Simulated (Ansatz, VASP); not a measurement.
## Hf in VASP and in Ansatz

```
CELL_PARAMETERS angstrom
3.20323 0.00000 0.00000
-1.60161 2.77408 0.00000
0.00000 0.00000 23.60940
ATOMIC_POSITIONS crystal
Hf 0.83333 0.16667 0.33885
Hf 0.16667 0.83333 0.44628
Hf 0.83333 0.16667 0.55372
Hf 0.16667 0.83333 0.66115
```

Alike in both runs: task single point; functional PBE; k mesh 12 × 12 × 1; occupations fermi-dirac, width 0.1 eV; no spin polarisation.

|  | VASP | Ansatz |
| --- | --- | --- |
| version | VASP 6.6.1 | Ansatz 0.2.0 |
| potentials or method | VASP PAW PBE potentials, release 64 (Hf_pv) | PAW with Ansatz's default frozen-core files, scalar-relativistic |
| plane-wave cutoff (eV) | 520 | 420 |
| valence electrons in the cell | 40 | 104 |

|  | VASP | Ansatz | Ansatz less VASP |
| --- | --- | --- | --- |
| rms of the force components (eV/Å) | 0.418 | 0.407 | -0.0112 |

Atom by atom the forces differ by 0.015 eV/Å (rms over components). With one functional, cell and mesh, what is left measures potentials, basis and numerics. VASP's potentials hold 40 valence electrons a cell and Ansatz's 104, so a difference there can come from the potentials and not from the codes.

Spin-orbit coupling is off throughout.
